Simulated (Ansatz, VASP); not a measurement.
**One calculation of Te, two programs**

Contents of POSCAR:

```
Te
1.0
    4.4712577270      0.0000000000      0.0000000000
   -2.2356288635      3.8722227785      0.0000000000
    0.0000000000      0.0000000000      5.9487470213
Te
3
Direct
    0.2641920653      0.0000000000      0.3333333333
    0.0000000000      0.2641920653      0.6666666667
    0.7358079347      0.7358079347      0.0000000000
```

The input INCAR.step1:

```
SYSTEM = Te
ALGO = Normal ; EDIFF = 1E-5
ENCUT = 520 ; GGA = PE
ISIF = 2 ; ISMEAR = 0
LASPH = .TRUE. ; LCHARG = .FALSE.
LREAL = .FALSE. ; LWAVE = .TRUE.
NBANDS = 16 ; NELM = 80
PREC = Accurate ; SIGMA = 0.01
```

INCAR.step2

```
SYSTEM = Te
AEXX = 0.35 ; ALGO = Normal
EDIFF = 1E-6 ; ENCUT = 520
GGA = PE ; HFSCREEN = 0.1
ISIF = 2 ; ISMEAR = 0
ISTART = 1 ; LASPH = .TRUE.
LCHARG = .FALSE. ; LHFCALC = .TRUE.
LREAL = .FALSE. ; LWAVE = .FALSE.
NBANDS = 16 ; NELM = 80
PREC = Accurate ; PRECFOCK = Normal
SIGMA = 0.01
```

Contents of KPOINTS:

```
k-points
0
G
  6 6 2
  0 0 0
```

Input for Ansatz:

```yaml
crystal:
  lattice:
    - [4.471257727, 0.0, 0.0]
    - [-2.2356288635, 3.8722227785, 0.0]
    - [0.0, 0.0, 5.9487470213]
  atoms:
    - { symbol: Te, position: [0.2641920653, 0.0, 0.3333333333] }
    - { symbol: Te, position: [0.0, 0.2641920653, 0.6666666667] }
    - { symbol: Te, position: [0.7358079347, 0.7358079347, 0.0] }
kpoints:
  mp_grid: { grid: [6, 6, 2] }
hamiltonian:
  xc: { exchange: pbe, correlation: pbe, exx: { coeff: 0.35, omega: 0.1 } }
scf:
  occupations: { method: fixed }
  n_extra_bands: 4
output:
  forces: true
  stress: true
  eigenvalues: true
```

Alike in both runs: task single point; functional PBE-based screened hybrid with a share of 0.35 of exact exchange and HFSCREEN = 0.1; k mesh 6 × 6 × 2; no spin polarisation.

```csv
,VASP,Ansatz
version,VASP 6.6.1,Ansatz 0.2.0
potentials or method,"VASP PAW PBE potentials, release 64 (Te)",plane waves
plane-wave cutoff (eV),520,420
occupations,"gaussian, width 0.01 eV",fixed
valence electrons in the cell,18,48
```

Ansatz gave:

- gap on the k mesh at the Fermi level (eV): 1.17
- pressure (GPa): -1.1
- traceless stress, the component that is largest in VASP (GPa): -0.89
- rms of the force components (eV/Å): 0.280

Estimate VASP's values.

gap on the k mesh at the Fermi level (eV): 1.12; pressure (GPa): -1.9; traceless stress, the component that is largest in VASP (GPa): -1.15; rms of the force components (eV/Å): 0.321.

VASP's potentials were made for PBE, not for PBE-based screened hybrid. Atom by atom the forces differ by 0.041 eV/Å (rms over components). VASP's potentials hold 18 valence electrons a cell and Ansatz's 48, so a difference there can come from the potentials and not from the codes. Ansatz's warnings: stress exchange threshold loose, stress scf threshold loose.

The k mesh is coarse, so the values compare programs but aren't converged. Neither program's run includes spin-orbit coupling.
